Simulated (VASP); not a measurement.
# HgTe (F-43m) in VASP: further runs, part 2 of 2

VASP 6.6.1.

### 3 Single point, PBE-based screened hybrid with 30 % exact exchange

POSCAR

```
HgTe
1.0
    0.0000000000      3.2891972858      3.2891972858
    3.2891972858      0.0000000000      3.2891972858
    3.2891972858      3.2891972858      0.0000000000
Hg Te
1 1
Direct
    0.0000000000      0.0000000000      0.0000000000
    0.2500000000      0.2500000000      0.2500000000
```

INCAR.step1

```
PREC = Accurate ; ENCUT = 400
EDIFF = 1E-5 ; ISMEAR = -1
SIGMA = 0.02 ; LREAL = False
LASPH = True ; NELM = 120
ALGO = Normal ; ISIF = 2
LWAVE = True ; NBANDS = 16
GGA = PE ; GGA_COMPAT = False
```

INCAR.step2

```
PREC = Accurate ; ENCUT = 400
EDIFF = 1E-6 ; ISMEAR = -1
SIGMA = 0.02 ; LREAL = False
LASPH = True ; NELM = 120
ALGO = Normal ; ISIF = 2
LWAVE = False ; LCHARG = True
GGA = PE ; LHFCALC = True
AEXX = 0.3 ; HFSCREEN = 0.3
PRECFOCK = Normal ; LELF = True
LVHAR = True ; NBANDS = 16
ISTART = 1 ; GGA_COMPAT = False
```

KPOINTS

```
Automatic mesh
0
Gamma
  4 4 4
```

Potentials or basis: VASP PAW PBE potentials, release 64 (Hg, Te).

The run is started by

```console
$ cat potpaw_PBE.64/Hg/POTCAR potpaw_PBE.64/Te/POTCAR > POTCAR
$ cp INCAR.step1 INCAR
$ mpirun -np 1 vasp_std > vasp.out
$ cp INCAR.step2 INCAR
$ mpirun -np 1 vasp_std > vasp.out
```

OUTCAR:

```text
PREC = Accurate
   ENCUT = 400
   EDIFF = 1E-6
   ISMEAR = -1
   LREAL = False
   LASPH = True
   NELM = 120
   ISIF = 2
   GGA = PE
   LHFCALC = True
   AEXX = 0.3
   HFSCREEN = 0.3
   PRECFOCK = Normal
   ISTART = 1

 ion  position               nearest neighbor table
   1  0.000  0.000  0.000-   2 2.85   2 2.85   2 2.85   2 2.85
   2  0.250  0.250  0.250-   1 2.85   1 2.85   1 2.85   1 2.85

  LATTYP: Found a face centered cubic cell.
 ALAT       =     6.5783945716

  Lattice vectors:

 A1 = (   0.0000000000,   3.2891972858,   3.2891972858)
 A2 = (   3.2891972858,   0.0000000000,   3.2891972858)
 A3 = (   3.2891972858,   3.2891972858,   0.0000000000)

Analysis of symmetry for initial positions (statically):
=====================================================================
 Subroutine PRICEL returns:
 Original cell was already a primitive cell.

 Routine SETGRP: Setting up the symmetry group for a
 face centered cubic supercell.
[... 151 lines left out ...]
  ext. energy  EPLUGINS =         0.00000000
  ---------------------------------------------------
  free energy    TOTEN  =        -4.71081632 eV

  energy without entropy =       -4.70962284  energy(sigma->0) =       -4.71021958

 E-fermi :   2.1259     XC(G=0):  -6.9836

 val. band max:        2.1120370185   @ k =   0.0000   0.0000   0.0000
 cond. band min:       3.4265923171   @ k =   0.5000   0.0000   0.0000
 fundamental gap:      1.3145552985
 Fermi energy:         2.1258995186

 k-point     1 :       0.0000    0.0000    0.0000
  band No.  band energies     occupation
      1     -10.5818      2.00000
      2      -6.1566      2.00000
      3      -6.1566      2.00000
      4      -6.1566      2.00000
      5      -5.6873      2.00000
      6      -5.6873      2.00000
[... 129 lines left out ...]
      3      -5.9244      2.00000
      4      -5.7344      2.00000
      5      -5.7005      2.00000
      6      -5.0686      2.00000
[... 8 lines left out ...]
     15      13.9969      0.00000
     16      14.0625      0.00000

------------------------ aborting loop because EDIFF is reached ----------------------------------------

  FORCE on cell =-STRESS in cart. coord.  units (eV):
  Direction    XX          YY          ZZ          XY          YZ          ZX
  --------------------------------------------------------------------------------------
  -------------------------------------------------------------------------------------
  Total        0.0042544      0.0042544      0.0042544     -0.0000000      0.0000000      0.0000000
  in kB        0.0957737      0.0957737      0.0957737     -0.0000000      0.0000000      0.0000000
  external PRESSURE =       0.0957737 kB  Pullay stress =       0.0000000 kB

 VOLUME and BASIS-vectors are now :
 -----------------------------------------------------------------------------
  energy-cutoff  :      400.00
  volume of cell :       71.17
      direct lattice vectors                 reciprocal lattice vectors
     0.000000000  3.289197286  3.289197286    -0.152012773  0.152012773  0.152012773
     3.289197286  0.000000000  3.289197286     0.152012773 -0.152012773  0.152012773
     3.289197286  3.289197286  0.000000000     0.152012773  0.152012773 -0.152012773

 POSITION                                       TOTAL-FORCE (eV/Angst)
 -----------------------------------------------------------------------------------
      0.00000      0.00000      0.00000         0.000000      0.000000      0.000000
      1.64460      1.64460      1.64460        -0.000000     -0.000000     -0.000000
 -----------------------------------------------------------------------------------
    total drift:                               -0.000030     -0.000029     -0.000025

  FREE ENERGIE OF THE ION-ELECTRON SYSTEM (eV)
  ---------------------------------------------------
  free  energy   TOTEN  =        -4.7108163190 eV

  energy  without entropy=       -4.7096228423  energy(sigma->0) =       -4.71021958
```

OUTCAR.step1:

```text
PREC = Accurate
   ENCUT = 400
   EDIFF = 1E-5
   ISMEAR = -1
   LREAL = False
[... 354 lines left out ...]
      0.00000      0.00000      0.00000         0.000000      0.000000     -0.000000
      1.64460      1.64460      1.64460        -0.000000     -0.000000      0.000000
 -----------------------------------------------------------------------------------
    total drift:                                0.000000      0.000000      0.000000

  FREE ENERGIE OF THE ION-ELECTRON SYSTEM (eV)
  ---------------------------------------------------
  free  energy   TOTEN  =        -3.5580330143 eV

  energy  without entropy=       -3.5568395502  energy(sigma->0) =       -3.55743628
```

OSZICAR.step1:

```text
N       E                     dE             d eps       ncg     rms          rms(c)
DAV:   1     0.850533471352E+02    0.85053E+02   -0.72382E+03   272   0.788E+02
DAV:   2    -0.956158627797E+00   -0.86010E+02   -0.81617E+02   304   0.203E+02
DAV:   3    -0.374430010721E+01   -0.27881E+01   -0.27834E+01   288   0.376E+01
DAV:   4    -0.377324121699E+01   -0.28941E-01   -0.28939E-01   400   0.341E+00
DAV:   5    -0.377330935181E+01   -0.68135E-04   -0.68135E-04   328   0.142E-01    0.684E+00
DAV:   6    -0.356540944752E+01    0.20790E+00   -0.41226E-01   304   0.817E+00    0.550E+00
DAV:   7    -0.355824702085E+01    0.71624E-02   -0.98580E-02   288   0.206E+00    0.213E+00
DAV:   8    -0.355789679890E+01    0.35022E-03   -0.99211E-03   312   0.110E+00    0.506E-01
DAV:   9    -0.355797431659E+01   -0.77518E-04   -0.75001E-04   304   0.304E-01    0.111E-01
DAV:  10    -0.355801463917E+01   -0.40323E-04   -0.97528E-05   304   0.842E-02    0.465E-02
DAV:  11    -0.355803419609E+01   -0.19557E-04   -0.34503E-05   288   0.385E-02    0.272E-02
DAV:  12    -0.355803301426E+01    0.11818E-05   -0.37766E-06   224   0.132E-02
   1 F= -.35580330E+01 E0= -.35574363E+01  d E =-.119346E-02
```

Run time: 13 min. Hardware: 1 thread of Intel Xeon 8259CL, shared host; peak memory 0.28 GiB.

Results:

| Item | Value |
| --- | --- |
| Free energy | -4.7108 eV |
| Pressure | 0.0 GPa |
| Band gap on the k mesh | zero (filled and empty bands touch) |

Caveat: the k points lie up to 0.41 Å⁻¹ apart; the PAW data sets were made with another functional, which shifts forces and pressure a little; spin-orbit coupling is left out, which moves the levels of the heavy elements.

### 4 Single point, PBE-based screened hybrid with 75 % exact exchange

POSCAR is that of step 3.

INCAR.step1

```
PREC = Accurate ; ENCUT = 400
EDIFF = 1E-5 ; ISMEAR = -1
SIGMA = 0.02 ; LREAL = False
LASPH = True ; NELM = 120
ALGO = Normal ; ISIF = 2
LWAVE = True ; LCHARG = False
NBANDS = 16 ; GGA = PE
GGA_COMPAT = False
```

INCAR.step2

```
PREC = Accurate ; ENCUT = 400
EDIFF = 1E-6 ; ISMEAR = -1
SIGMA = 0.02 ; LREAL = False
LASPH = True ; NELM = 120
ALGO = Normal ; ISIF = 2
LWAVE = False ; LCHARG = False
GGA = PE ; LHFCALC = True
AEXX = 0.75 ; HFSCREEN = 0.1
PRECFOCK = Normal ; NBANDS = 16
ISTART = 1 ; GGA_COMPAT = False
```

KPOINTS

```
regular mesh
0
Gamma
  4 4 4
```

Potentials or basis: VASP PAW PBE potentials, release 64 (Hg, Te).

The run is started by

```console
$ cat potpaw_PBE.64/Hg/POTCAR potpaw_PBE.64/Te/POTCAR > POTCAR
$ cp INCAR.step1 INCAR
$ mpirun -np 1 vasp_std > vasp.out
$ cp INCAR.step2 INCAR
$ mpirun -np 1 vasp_std > vasp.out
```

OUTCAR:

```text
PREC = Accurate
   ENCUT = 400
   EDIFF = 1E-6
   ISMEAR = -1
   LREAL = False
   LASPH = True
   NELM = 120
   ISIF = 2
   GGA = PE
   LHFCALC = True
   AEXX = 0.75
   HFSCREEN = 0.1
   PRECFOCK = Normal
   ISTART = 1

 ion  position               nearest neighbor table
   1  0.000  0.000  0.000-   2 2.85   2 2.85   2 2.85   2 2.85
   2  0.250  0.250  0.250-   1 2.85   1 2.85   1 2.85   1 2.85

  LATTYP: Found a face centered cubic cell.
 ALAT       =     6.5783945716

  Lattice vectors:

 A1 = (   0.0000000000,   3.2891972858,   3.2891972858)
 A2 = (   3.2891972858,   0.0000000000,   3.2891972858)
 A3 = (   3.2891972858,   3.2891972858,   0.0000000000)

Analysis of symmetry for initial positions (statically):
=====================================================================
 Subroutine PRICEL returns:
 Original cell was already a primitive cell.

 Routine SETGRP: Setting up the symmetry group for a
 face centered cubic supercell.

[... 152 lines left out ...]
  free energy    TOTEN  =        -8.96327025 eV

  energy without entropy =       -8.96327025  energy(sigma->0) =       -8.96327025

 E-fermi :   0.8603     XC(G=0):  -3.7515

 val. band max:        0.3979714693   @ k =   0.0000   0.0000   0.0000
 cond. band min:       2.7952820977   @ k =   0.0000   0.0000   0.0000
 fundamental gap:      2.3973106284
 Fermi energy:         0.8603468735

 k-point     1 :       0.0000    0.0000    0.0000
  band No.  band energies     occupation
      1     -14.0960      2.00000
      2      -9.9810      2.00000
      3      -9.9810      2.00000
      4      -9.9810      2.00000
      5      -9.4823      2.00000
      6      -9.4823      2.00000
[... 129 lines left out ...]
      3      -9.7441      2.00000
      4      -9.5340      2.00000
      5      -9.4937      2.00000
      6      -8.7018      2.00000
[... 8 lines left out ...]
     15      15.4894      0.00000
     16      15.8051      0.00000

------------------------ aborting loop because EDIFF is reached ----------------------------------------

  FORCE on cell =-STRESS in cart. coord.  units (eV):
  Direction    XX          YY          ZZ          XY          YZ          ZX
  --------------------------------------------------------------------------------------
  -------------------------------------------------------------------------------------
  Total       -1.6533055     -1.6533055     -1.6533055     -0.0000000      0.0000000     -0.0000000
  in kB      -37.2189334    -37.2189334    -37.2189334     -0.0000000      0.0000000     -0.0000000
  external PRESSURE =     -37.2189334 kB  Pullay stress =       0.0000000 kB

 VOLUME and BASIS-vectors are now :
 -----------------------------------------------------------------------------
  energy-cutoff  :      400.00
  volume of cell :       71.17
      direct lattice vectors                 reciprocal lattice vectors
     0.000000000  3.289197286  3.289197286    -0.152012773  0.152012773  0.152012773
     3.289197286  0.000000000  3.289197286     0.152012773 -0.152012773  0.152012773
     3.289197286  3.289197286  0.000000000     0.152012773  0.152012773 -0.152012773

 POSITION                                       TOTAL-FORCE (eV/Angst)
 -----------------------------------------------------------------------------------
      0.00000      0.00000      0.00000         0.000000      0.000000      0.000000
      1.64460      1.64460      1.64460        -0.000000     -0.000000     -0.000000
 -----------------------------------------------------------------------------------
    total drift:                               -0.000014     -0.000007     -0.000011

  FREE ENERGIE OF THE ION-ELECTRON SYSTEM (eV)
  ---------------------------------------------------
  free  energy   TOTEN  =        -8.9632702539 eV

  energy  without entropy=       -8.9632702539  energy(sigma->0) =       -8.96327025
```

It took 16 min on 1 thread of Intel Xeon 8259CL, shared host; peak memory 0.28 GiB.

What came out:

* Free energy: -8.9633 eV
* Pressure: -3.7 GPa
* Band gap on the k mesh: 2.40 eV

Caveat: the cell stands under tension; the PAW data sets were made with another functional, which shifts forces and pressure a little; spin-orbit coupling is left out, which moves the levels of the heavy elements.

### 5 Overview

```tsv
level	cutoff (eV)	grid for exact exchange (PRECFOCK)	share of exact exchange	screening parameter	gap on the mesh (eV)	pressure (GPa)
PBE	500	-	-	-	none	1.7
PBE-based screened hybrid with 30 % exact exchange	400	Normal	0.3	0.3 1/Å	none	0.0
PBE-based screened hybrid with 75 % exact exchange	400	Normal	0.75	0.1 1/Å	2.40	-3.7
```

Alike in all rows: task single point; potentials or basis VASP PAW PBE potentials, release 64 (Hg, Te); no spin polarisation; cell as given; k mesh 4 × 4 × 4; smearing fermi-dirac 0.02 eV.

Caveats: some runs use coarse meshes; spin-orbit coupling is left out, which moves the levels of the heavy elements; the PAW data sets were made with another functional, which shifts forces and pressure a little (at least some runs); semilocal functionals underestimate gaps, so a narrow gap can read as zero (at least some runs); the cell stands under tension (at least some runs).

Total energies depend on the potentials used, so only differences within one code and one set of settings carry meaning.
